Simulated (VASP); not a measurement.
Wanted: the native input for a VASP 6.6.1 run.

```
Task                   : single point
Functional             : PBE
Potentials or basis    : VASP PAW PBE potentials, release 64 (Ru_pv, S)
Cutoff                 : 520 eV
k mesh                 : 4 × 4 × 4
Occupations            : fermi-dirac, width 0.02 eV
Spin                   : no spin polarisation
Dipole correction      : no
Further INCAR settings : ALGO = Normal; EDIFF = 1e-06; NBANDS = 64
```

The structure of RuS2 lies in POSCAR:

```
RuS2
1.0
    5.6490404442      0.0000000000      0.0000000000
    0.0000000000      5.6490404442      0.0000000000
    0.0000000000      0.0000000000      5.6490404442
Ru S
4 8
Direct
    0.0000000000      0.5000000000      0.5000000000
    0.5000000000      0.5000000000      0.0000000000
    0.5000000000      0.0000000000      0.5000000000
    0.0000000000      0.0000000000      0.0000000000
    0.3866830624      0.1133169376      0.8866830624
    0.1133169376      0.8866830624      0.3866830624
    0.8866830624      0.3866830624      0.1133169376
    0.6133169376      0.6133169376      0.6133169376
    0.3866830624      0.3866830624      0.3866830624
    0.1133169376      0.6133169376      0.8866830624
    0.8866830624      0.1133169376      0.6133169376
    0.6133169376      0.8866830624      0.1133169376
```

The input as run:

INCAR

```
PREC = Accurate
ENCUT = 520
EDIFF = 1E-6
ISMEAR = -1
SIGMA = 0.02
LREAL = F
LASPH = T
NELM = 80
ALGO = Normal
ISIF = 2
LWAVE = F
LCHARG = F
GGA = PE
NBANDS = 64
```

KPOINTS

```
Automatic mesh
0
Gamma
  4 4 4
```

Potentials or basis: VASP PAW PBE potentials, release 64 (Ru_pv, S).

Command:

```console
$ cat potpaw_PBE.64/Ru_pv/POTCAR potpaw_PBE.64/S/POTCAR > POTCAR
$ mpirun -np 1 vasp_std > vasp.out
```

It gave:

```
Pressure               : -0.3 GPa
Largest force          : 0.036 eV/Å
Band gap on the k mesh : 0.59 eV (least direct gap 0.81 eV)
```

Caveat: semilocal functionals underestimate gaps, and a narrow one can read as zero.

It took 82 s on 1 thread of Intel(R) Xeon(R) 6975P-C (Granite Rapids) (shared host), peak memory 0.29 GiB.
